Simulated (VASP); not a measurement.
# BiSb2Se (P6/mmm) in VASP: a series of runs, part 2 of 2

VASP 6.6.1.

## (3) Relaxation of cell and atoms, PBE

This run uses another cell than the first one, of 28.71 Å³/atom.

Contents of INCAR:

```
PREC     = Accurate       # precision mode
ENCUT    = 600            # plane-wave cutoff, eV
EDIFF    = 1E-6           # SCF threshold, eV
ISMEAR   = 0              # smearing method
SIGMA    = 0.1            # smearing width, eV
LREAL    = F              # projectors in reciprocal space
LASPH    = T              # aspherical terms in the spheres
NELM     = 60             # most SCF steps
ALGO     = Normal         # electronic algorithm
ISIF     = 3              # what is computed and relaxed
LWAVE    = F              # write WAVECAR
LCHARG   = F              # write CHGCAR
GGA      = PE             # functional
IBRION   = 2              # ionic algorithm
NSW      = 100            # ionic steps
EDIFFG   = -0.01          # ionic threshold
```

Contents of KPOINTS:

```
Automatic mesh
0
Gamma
  18 18 4
```

Contents of POSCAR:

```
BiSb2Se
1.0
    3.3343917913      0.0000000000      0.0000000000
   -1.6671958956      2.8876679974      0.0000000000
    0.0000000000      0.0000000000     11.9251070237
Sb Bi Se
2 1 1
Direct
    0.0000000000      0.0000000000      0.2342411236
    0.0000000000      0.0000000000      0.7657588764
    0.0000000000      0.0000000000      0.5000000000
    0.0000000000      0.0000000000      0.0000000000
```

Potentials or basis: VASP PAW PBE potentials, release 64 (Sb, Bi_d, Se).

Launch:

```
$ cat potpaw_PBE.64/Sb/POTCAR potpaw_PBE.64/Bi_d/POTCAR potpaw_PBE.64/Se/POTCAR > POTCAR
$ mpirun -np 1 vasp_std > vasp.out
```

OUTCAR:

```text
PREC = Accurate
   ENCUT = 600
   EDIFF = 1E-6
   ISMEAR = 0
   LREAL = F
   LASPH = T
   NELM = 60
   ISIF = 3
   GGA = PE
   IBRION = 2
   NSW = 100
   EDIFFG = -0.01

 ion  position               nearest neighbor table
   1  0.000  0.000  0.234-   4 2.79   3 3.17
   2  0.000  0.000  0.766-   4 2.79   3 3.17
   3  0.000  0.000  0.500-   1 3.17   2 3.17
   4  0.000  0.000  0.000-   1 2.79   2 2.79

  LATTYP: Found a hexagonal cell.
 ALAT       =     3.3343917913
 C/A-ratio  =     3.5763964675

  Lattice vectors:

 A1 = (   3.3343917913,   0.0000000000,   0.0000000000)
 A2 = (  -1.6671958956,   2.8876679974,   0.0000000000)
 A3 = (   0.0000000000,   0.0000000000,  11.9251070237)

[... 371 lines left out ...]

 number of electron      31.0000005 magnetization

 Free energy of the ion-electron system (eV)
  ---------------------------------------------------
  ext. energy  EPLUGINS =         0.00000000
  ---------------------------------------------------
  free energy    TOTEN  =       -14.87870451 eV

  energy without entropy =      -14.86512238  energy(sigma->0) =      -14.87191345

 E-fermi :   6.4707     XC(G=0):  -9.7950

 val. band max:        6.4584101244   @ k =   0.2778   0.1111   0.0000
 cond. band min:       6.4781510546   @ k =   0.2778   0.2222   0.5000
 fundamental gap:      0.0197409302
 Fermi energy:         6.4706510881

 k-point     1 :       0.0000    0.0000    0.0000
  band No.  band energies     occupation
      1     -16.4930      2.00000
      2     -16.4930      2.00000
      3     -16.4790      2.00000
      4     -16.3204      2.00000
      5     -16.3204      2.00000
      6      -7.4398      2.00000
[... 505 lines left out ...]
      6      -5.9286      2.00000
[... 11 lines left out ...]
     18       7.2279      0.00000
     19       7.3697      0.00000

 [... further k-points ...]
[... 5 lines left out ...]
  --------------------------------------------------------------------------------------
  -------------------------------------------------------------------------------------
  Total       -0.0246872     -0.0246872     -0.0095576     -0.0000000      0.0000000      0.0000000
  in kB       -0.3417339     -0.3417339     -0.1323020     -0.0000000      0.0000000      0.0000000
  external PRESSURE =      -0.2719233 kB  Pullay stress =       0.0000000 kB
[... 19 lines left out ...]
  FREE ENERGIE OF THE ION-ELECTRON SYSTEM (eV)
  ---------------------------------------------------
  free  energy   TOTEN  =       -14.8787045122 eV

  energy  without entropy=      -14.8651223831  energy(sigma->0) =      -14.87191345

 reached required accuracy - stopping structural energy minimisation
```

OSZICAR:

```text
N       E                     dE             d eps       ncg     rms          rms(c)
DAV:   1     0.265555122681E+03    0.26556E+03   -0.14530E+04  4218   0.167E+03
DAV:   2     0.116298257391E+02   -0.25393E+03   -0.24724E+03  4723   0.375E+02
DAV:   3    -0.138039134267E+02   -0.25434E+02   -0.23923E+02  5369   0.118E+02
DAV:   4    -0.150435318873E+02   -0.12396E+01   -0.12037E+01  5116   0.248E+01
[... 77 lines left out ...]
DAV:   3    -0.148788622366E+02    0.36378E-03   -0.11324E-03  5704   0.279E-01    0.614E-02
DAV:   4    -0.148787066634E+02    0.15557E-03   -0.59878E-04  6075   0.258E-01    0.176E-02
DAV:   5    -0.148787061243E+02    0.53904E-06   -0.62513E-05  4517   0.629E-02    0.864E-03
DAV:   6    -0.148787048147E+02    0.13097E-05   -0.25345E-06  3610   0.150E-02    0.349E-03
DAV:   7    -0.148787045122E+02    0.30249E-06   -0.87706E-07  2219   0.846E-03
  10 F= -.14878705E+02 E0= -.14871913E+02  d E =-.616594E-03
```

Run time: 15 min. Hardware: 1 thread of AMD EPYC 9R45 (Zen 5), shared host; peak memory 0.51 GiB.

What came out:

```yaml
Free_energy: -14.8787 eV
Relaxed_volume: 28.94 Å³/atom
Relaxed_cell: a = 3.333 Å, b = 3.333 Å, c = 12.032 Å, α = 90.00°, β = 90.00°, γ = 120.00°
Space_group_after_relaxing_to_0.1_Å: P6/mmm (No. 191)
Energy_gained_by_relaxing: 1.6 meV/atom
Ionic_steps: 10
Pressure_after_relaxing: 0.0 GPa
```

Step by step:
| step | energy change (eV) | largest force (eV/Å) | pressure (GPa) | volume (Å³) |
| --- | --- | --- | --- | --- |
| 1 | 0.0000 | 0.1303 | 0.42 | 114.82 |
| 2 | -0.0043 | 0.1006 | -0.25 | 116.07 |
| 3 | -0.0043 | 0.1022 | -0.22 | 115.99 |
| 4 | -0.0057 | 0.0650 | -0.08 | 115.60 |
| 5 | -0.0059 | 0.0336 | 0.09 | 115.25 |
| 6 | -0.0059 | 0.0368 | 0.12 | 115.29 |
| 7 | -0.0059 | 0.0507 | 0.06 | 115.44 |
| 8 | -0.0059 | 0.0419 | 0.08 | 115.34 |
| 9 | -0.0064 | 0.0247 | 0.05 | 115.50 |
| 10 | -0.0065 | 0.0018 | -0.03 | 115.74 |

Final structure:
```yaml
crystal:
  lattice:
    - [3.33286, 0.00000, 0.00000]
    - [-1.66643, 2.88634, 0.00000]
    - [0.00000, 0.00000, 12.03182]
  atoms:
    - { symbol: Sb, position: [0.00000, 0.00000, 0.23209] }
    - { symbol: Sb, position: [0.00000, 0.00000, 0.76791] }
    - { symbol: Bi, position: [0.00000, 0.00000, 0.50000] }
    - { symbol: Se, position: [0.00000, 0.00000, 0.00000] }
```

Levels at points of the mesh, in eV from the Fermi level:
| k point | band 13 | band 14 | band 15 | band 16 | band 17 | band 18 | band 19 |
| --- | --- | --- | --- | --- | --- | --- | --- |
| (0.00, 0.00, 0.00) | 1.25 | 1.25 | 3.44 | 4.87 | 4.87 | 4.92 | 4.92 |
| (0.50, 0.00, 0.00) | -3.57 | -3.02 | -0.19 | 0.41 | 0.77 | 1.99 | 2.15 |
| (0.00, 0.00, 0.50) | 1.25 | 1.25 | 1.34 | 4.65 | 4.65 | 5.24 | 5.24 |
| (0.50, 0.00, 0.50) | -3.29 | -2.85 | -1.51 | -0.18 | 1.77 | 2.54 | 3.02 |

Caveat: the highest band is partly filled, so the run has too few bands; spin-orbit coupling is left out, which moves the levels of the heavy elements.
